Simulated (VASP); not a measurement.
# NbRu3C (P-6m2) in VASP: single point with PBE

Aim: the single point of NbRu3C with PBE.

Program: VASP 6.6.1. These are calculated values, not measurements. Logs are shortened: lines on timing, memory, paths and dates and some standing lists are left out, and cuts for length are marked.

### 1 The cell of the first run

It takes space group P-6m2 (No. 187, hexagonal). The conventional cell has a = 5.396 Å, b = 5.396 Å, c = 2.772 Å, α = 90.00°, β = 90.00°, γ = 120.00°. Nb (site symmetry -6m2) has 6 Ru at 2.70 Å and 2 Nb at 2.77 Å and 6 C at 3.41 Å within 3.6 Å. Ru (site symmetry mm2) has 2 C at 2.10 Å and 6 Ru at 2.66 to 2.77 Å and 2 Nb at 2.70 Å within 2.8 Å. Within 2.8 Å of C (site symmetry -6m2) lie 6 Ru at 2.10 Å and 2 C at 2.77 Å.

### 2 Single point, PBE

The input, INCAR:

```
SYSTEM = NbRu3C
PREC = Accurate
ENCUT = 520
EDIFF = 1E-6
ISMEAR = 0
SIGMA = 0.1
LREAL = .False.
LASPH = .True.
NELM = 60
ALGO = Normal
ISIF = 2
LWAVE = .False.
LCHARG = .False.
GGA = PE
NBANDS = 38
```

The input, KPOINTS:

```
regular mesh
0
Gamma
  12 12 14
  0 0 0
```

The input, POSCAR:

```
NbRu3C
1.0
    5.3961299705      0.0000000000      0.0000000000
   -2.6980649853      4.6731856366      0.0000000000
    0.0000000000      0.0000000000      2.7716365717
Nb Ru C
1 3 1
Direct
    0.6666666667      0.3333333333      0.5000000000
    0.1641212568      0.8358787432      0.5000000000
    0.1641212568      0.3282425136      0.5000000000
    0.6717574864      0.8358787432      0.5000000000
    0.3333333333      0.6666666667      0.0000000000
```

Potentials or basis: VASP PAW PBE potentials, release 64 (Nb_sv, Ru_pv, C).

Started as:

```
cat potpaw_PBE.64/Nb_sv/POTCAR potpaw_PBE.64/Ru_pv/POTCAR potpaw_PBE.64/C/POTCAR > POTCAR
mpirun -np 1 vasp_std > vasp.out
```

OUTCAR:

```text
SYSTEM = NbRu3C
   PREC = Accurate
   ENCUT = 520
   EDIFF = 1E-6
   ISMEAR = 0
   LREAL = .False.
   LASPH = .True.
   NELM = 60
   ISIF = 2
   GGA = PE

 ion  position               nearest neighbor table
   1  0.667  0.333  0.500-   3 2.70   4 2.70   2 2.70   2 2.70   3 2.70   4 2.70
   2  0.164  0.836  0.500-   5 2.10   5 2.10   4 2.66   3 2.66   1 2.70   1 2.70   4 2.74   3 2.74

   3  0.164  0.328  0.500-   5 2.10   5 2.10   4 2.66   2 2.66   1 2.70   1 2.70   4 2.74   2 2.74

   4  0.672  0.836  0.500-   5 2.10   5 2.10   3 2.66   2 2.66   1 2.70   1 2.70   3 2.74   2 2.74

   5  0.333  0.667  0.000-   2 2.10   2 2.10   4 2.10   4 2.10   3 2.10   3 2.10

  LATTYP: Found a hexagonal cell.
 ALAT       =     5.3961299705
 C/A-ratio  =     0.5136341391

  Lattice vectors:

 A1 = (   5.3961299705,   0.0000000000,   0.0000000000)
 A2 = (  -2.6980649853,   4.6731856366,   0.0000000000)
 A3 = (   0.0000000000,   0.0000000000,   2.7716365717)

Analysis of symmetry for initial positions (statically):
=====================================================================
 Subroutine PRICEL returns:
 Original cell was already a primitive cell.

 Routine SETGRP: Setting up the symmetry group for a
 hexagonal supercell.

 Subroutine GETGRP returns: Found 12 space group operations
 (whereof 12 operations were pure point group operations)
 out of a pool of 24 trial point group operations.

The static configuration has the point symmetry D_3h.

Analysis of symmetry for dynamics (positions and initial velocities):
=====================================================================
 Subroutine PRICEL returns:
 Original cell was already a primitive cell.

 Routine SETGRP: Setting up the symmetry group for a
 hexagonal supercell.

 Subroutine GETGRP returns: Found 12 space group operations
 (whereof 12 operations were pure point group operations)
 out of a pool of 24 trial point group operations.

The dynamic configuration has the point symmetry D_3h.

 Subroutine INISYM returns: Found 12 space group operations
 (whereof 12 operations are pure point group operations),
 and found     1 'primitive' translations

----------------------------------------------------------------------------------------

                                     Primitive cell

  volume of cell :      69.8927

  direct lattice vectors                    reciprocal lattice vectors
     5.396129970  0.000000000  0.000000000     0.185317997  0.106993396  0.000000000
    -2.698064985  4.673185637  0.000000000     0.000000000  0.213986791  0.000000000
     0.000000000  0.000000000  2.771636572     0.000000000  0.000000000  0.360797664

  length of vectors
     5.396129970  5.396129971  2.771636572     0.213986791  0.213986791  0.360797664

  position of ions in fractional coordinates (direct lattice)
     0.666666667  0.333333333  0.500000000
     0.164121257  0.835878743  0.500000000
     0.164121257  0.328242514  0.500000000
     0.671757486  0.835878743  0.500000000
     0.333333333  0.666666667  0.000000000

  ion indices of the primitive-cell ions
   primitive index   ion index
                 1           1
                 2           2
                 3           3
                 4           4
                 5           5

----------------------------------------------------------------------------------------

 KPOINTS: regular mesh

Automatic generation of k-mesh.
 Grid dimensions read from file:
 generate k-points for:   12   12   14

 Generating k-lattice:

  Cartesian coordinates                     Fractional coordinates (reciprocal lattice)
     0.015443166  0.008916116  0.000000000     0.083333333  0.000000000  0.000000000
     0.000000000  0.017832233  0.000000000     0.000000000  0.083333333  0.000000000
     0.000000000  0.000000000  0.025771262     0.000000000  0.000000000  0.071428571

  Length of vectors
     0.017832233  0.017832233  0.025771262

  Shift w.r.t. Gamma in fractional coordinates (k-lattice)
     0.000000000  0.000000000  0.000000000

 Subroutine IBZKPT returns following result:
 ===========================================

 Found    152 irreducible k-points:

 Following reciprocal coordinates:
            Coordinates               Weight
  0.000000  0.000000  0.000000      1.000000
  0.083333 -0.000000  0.000000      6.000000
  0.166667  0.000000  0.000000      6.000000
  0.250000 -0.000000  0.000000      6.000000
  0.333333  0.000000  0.000000      6.000000
  0.416667 -0.000000  0.000000      6.000000
[... 16 lines left out ...]
  0.250000 -0.000000  0.071429     12.000000
  0.333333  0.000000  0.071429     12.000000
 [... further k-points ...]
   k-points           NKPTS =    152   k-points in BZ     NKDIM =    152   number of bands    NBANDS=     38
   number of dos      NEDOS =    301   number of ions     NIONS =      5
   total plane-waves  NPLWV =  38400
   dimension x,y,z NGX =    40 NGY =   40 NGZ =   24
   dimension x,y,z NGXF=    80 NGYF=   80 NGZF=   48
   ions per type =               1   3   1
   NGX,Y,Z   is equivalent  to a cutoff of  12.32, 12.32, 14.40 a.u.
   NGXF,Y,Z  is equivalent  to a cutoff of  24.65, 24.65, 28.79 a.u.
 SYSTEM =  NbRu3C
   PREC   = accura    normal or accurate (medium, high low for compatibility)
   ISTART =      0    job   : 0-new  1-cont  2-samecut
   ICHARG =      2    charge: 1-file 2-atom 10-const
   ISPIN  =      1    spin polarized calculation?
   LNONCOLLINEAR =      F non collinear calculations
   LSORBIT =      F    spin-orbit coupling
   LASPH  =      T    aspherical Exc in radial PAW
   ENCUT  =  520.0 eV  38.22 Ry    6.18 a.u.  10.03 10.03  5.15*2*pi/ulx,y,z
   NELM   =     60;   NELMIN=  2; NELMDL= -5     # of ELM steps
   EDIFF  = 0.1E-05   stopping-criterion for ELM
   LREAL  =      F    real-space projection
   EDIFFG = 0.1E-04   stopping-criterion for IOM
   NSW    =      0    number of steps for IOM
   IBRION =     -1    ionic relax: 0-MD 1-quasi-New 2-CG
   NFREE  =      0    steps in history (QN), initial steepest desc. (CG)
   ISIF   =      2    stress and relaxation
   ISYM   =      2    0-nonsym 1-usesym 2-fastsym
   POTIM  = 0.5000    time-step for ionic-motion
   TEBEG  =    0.0;   TEEND  =   0.0 temperature during run
   PSTRESS=    0.0 pullay stress
   NELECT =      59.0000    total number of electrons
   NUPDOWN=      -1.0000    fix difference up-down
   EMIN   =  10.00;   EMAX   =-10.00  energy-range for DOS
   EFERMI =   0.00;   METHOD = LEGACY
   ISMEAR =     0;   SIGMA  =   0.10  broadening in eV -4-tet -1-fermi 0-gaus
   EFERMI_NEDOS =   21; number of points for ismear=-14 and -15
   IALGO  =     38    algorithm
   IMIX   =      4    mixing-type and parameters
     AMIX     =   0.40;   BMIX     =  1.00
     AMIX_MAG =   1.60;   BMIX_MAG =  1.00
  volume/ion in A,a.u.               =      13.98        94.33
  Fermi-wavevector in a.u.,A,eV,Ry     =   1.547206  2.923796 32.570276  2.393848
  Thomas-Fermi vector in A             =   2.652333
   LORBIT       =      0    0 simple, 1 ext, 2 COOP (PROOUT), +10 PAW based schemes
   GGA     = PE    functional components
   LHFCALC =     F    Hartree Fock is set to
   AEXX    =    0.0000 exact exchange contribution
   IVDW    =     0    specifies the selected vdW correction
   LEPSILON=     F    determine dielectric tensor
   LRPA    =     F    only Hartree local field effects (RPA)
 non-spin polarized calculation
 Gauss-broadening in eV      SIGMA  =   0.10
  energy-cutoff  :      520.00
  volume of cell :       69.89
 maximum number of plane-waves:      1900
   NGX = 21   NGY = 21   NGZ = 11

 number of electron      58.9999995 magnetization

 Free energy of the ion-electron system (eV)
  ---------------------------------------------------
  ext. energy  EPLUGINS =         0.00000000
  ---------------------------------------------------
  free energy    TOTEN  =       -44.69886166 eV

  energy without entropy =      -44.67865576  energy(sigma->0) =      -44.68875871

 E-fermi :  11.0076     XC(G=0): -13.0332

 val. band max:       11.0045422227   @ k =   0.0000   0.0000   0.0000
 cond. band min:      11.0086847462   @ k =   0.2500   0.1667   0.0714
 fundamental gap:      0.0041425235
 Fermi energy:        11.0076496582

 k-point     1 :       0.0000    0.0000    0.0000
  band No.  band energies     occupation
      1     -44.2920      2.00000
      2     -32.2384      2.00000
      3     -31.8236      2.00000
      4     -31.8236      2.00000
      5     -31.5338      2.00000
      6     -31.4524      2.00000
[... 30 lines left out ...]
     37      14.4091      0.00000
     38      15.3184      0.00000

 k-point     2 :       0.0833   -0.0000    0.0000
  band No.  band energies     occupation
      1     -44.2922      2.00000
      2     -32.2289      2.00000
      3     -31.8225      2.00000
      4     -31.8169      2.00000
      5     -31.5326      2.00000
      6     -31.4537      2.00000
[... 30 lines left out ...]
     37      14.3957      0.00000
     38      15.4238      0.00000

 k-point     3 :       0.1667    0.0000    0.0000
  band No.  band energies     occupation
      1     -44.2926      2.00000
      2     -32.2015      2.00000
      3     -31.8194      2.00000
      4     -31.7973      2.00000
      5     -31.5290      2.00000
      6     -31.4750      2.00000
[... 30 lines left out ...]
     37      14.3594      0.00000
     38      15.6809      0.00000

 k-point     4 :       0.2500   -0.0000    0.0000
  band No.  band energies     occupation
      1     -44.2931      2.00000
      2     -32.1600      2.00000
      3     -31.8152      2.00000
      4     -31.7663      2.00000
      5     -31.5234      2.00000
      6     -31.5190      2.00000
[... 30 lines left out ...]
     37      14.3112      0.00000
     38      15.6129      0.00000
[... 703 lines left out ...]
      4     -31.7948      2.00000
      5     -31.5511      2.00000
      6     -31.4791      2.00000
[... 30 lines left out ...]
     37      14.1943      0.00000
     38      15.4617      0.00000

 k-point    23 :       0.2500   -0.0000    0.0714
  band No.  band energies     occupation
      1     -44.2861      2.00000
      2     -32.1570      2.00000
      3     -31.8127      2.00000
      4     -31.7639      2.00000
      5     -31.5456      2.00000
      6     -31.5171      2.00000
[... 30 lines left out ...]
     37      14.1072      0.00000
     38      15.6875      0.00000

 k-point    24 :       0.3333    0.0000    0.0714
  band No.  band energies     occupation
      1     -44.2866      2.00000
      2     -32.1091      2.00000
      3     -31.8086      2.00000
      4     -31.7243      2.00000
      5     -31.5678      2.00000
      6     -31.5383      2.00000
[... 30 lines left out ...]
     37      14.0392      0.00000
     38      15.5803      0.00000

 [... further k-points ...]

------------------------ aborting loop because EDIFF is reached ----------------------------------------

  FORCE on cell =-STRESS in cart. coord.  units (eV):
  Direction    XX          YY          ZZ          XY          YZ          ZX
  --------------------------------------------------------------------------------------
  -------------------------------------------------------------------------------------
  Total       -0.0109263     -0.0109263      0.0126235      0.0000000      0.0000000     -0.0000000
  in kB       -0.2504685     -0.2504685      0.2893727      0.0000000      0.0000000     -0.0000000
  external PRESSURE =      -0.0705215 kB  Pullay stress =       0.0000000 kB

 VOLUME and BASIS-vectors are now :
 -----------------------------------------------------------------------------
  energy-cutoff  :      520.00
  volume of cell :       69.89
      direct lattice vectors                 reciprocal lattice vectors
     5.396129970  0.000000000  0.000000000     0.185317997  0.106993396  0.000000000
    -2.698064985  4.673185637  0.000000000     0.000000000  0.213986791  0.000000000
     0.000000000  0.000000000  2.771636572     0.000000000  0.000000000  0.360797664

 POSITION                                       TOTAL-FORCE (eV/Angst)
 -----------------------------------------------------------------------------------
      2.69806      1.55773      1.38582         0.000000      0.000000      0.000000
     -1.36964      3.90622      1.38582        -0.020512      0.011843     -0.000000
     -0.00000      1.53394      1.38582         0.000000     -0.023685      0.000000
      1.36964      3.90622      1.38582         0.020512      0.011843     -0.000000
     -0.00000      3.11546      0.00000         0.000000      0.000000      0.000000
 -----------------------------------------------------------------------------------
    total drift:                               -0.000000      0.000000      0.000000

  FREE ENERGIE OF THE ION-ELECTRON SYSTEM (eV)
  ---------------------------------------------------
  free  energy   TOTEN  =       -44.6988616551 eV

  energy  without entropy=      -44.6786557559  energy(sigma->0) =      -44.68875871
```

Run time: 13 min. Hardware: 1 thread of Intel Xeon 8259CL, shared host; peak memory 0.45 GiB.

What came out:

```
Free energy   : -44.6989 eV
Pressure      : 0.0 GPa
Largest force : 0.024 eV/Å
```

Forces in eV/Å, atoms in the order of the input:
```
Nb   0.000  0.000  0.000
Ru  -0.021  0.012  0.000
Ru   0.000 -0.024  0.000
Ru   0.021  0.012  0.000
C    0.000  0.000  0.000
```
